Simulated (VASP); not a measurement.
Runs of VASP 6.6.1 on Pd. The structure is that of space group Fd-3m (No. 227), or close to it. The cells are those of the table. This isn't the form of Pd at room conditions, which is fcc.

```csv
cell,gap on the mesh (eV),pressure (GPa)
"a = 3.750 Å, angles 60.0°, 2 atoms",none,28.3
"a = 3.677 Å, angles 60.0°, 2 atoms",none,42.4
"a = 4.025 Å, angles 60.0°, 2 atoms",none,(a)
"a = 3.851 Å, angles 60.0°, 2 atoms",none,14.1
```

Alike in all rows: task single point; level PBEsol; potentials or basis VASP PAW PBE potentials, release 64 (Pd); no spin polarisation; k mesh 7 × 7 × 7; cutoff (eV) 500; smearing fermi-dirac 0.05 eV.

Question: Fill in the values left out.

Answer: (a) -0.4.

Caveats: the PAW data sets were made with another functional, which shifts forces and pressure a little; the cell stands under pressure (at least some runs).

A k mesh can miss the band edges, and the runs leave out spin-orbit coupling on Pd.

A gap of «none» marks levels without a gap at the run's occupations.
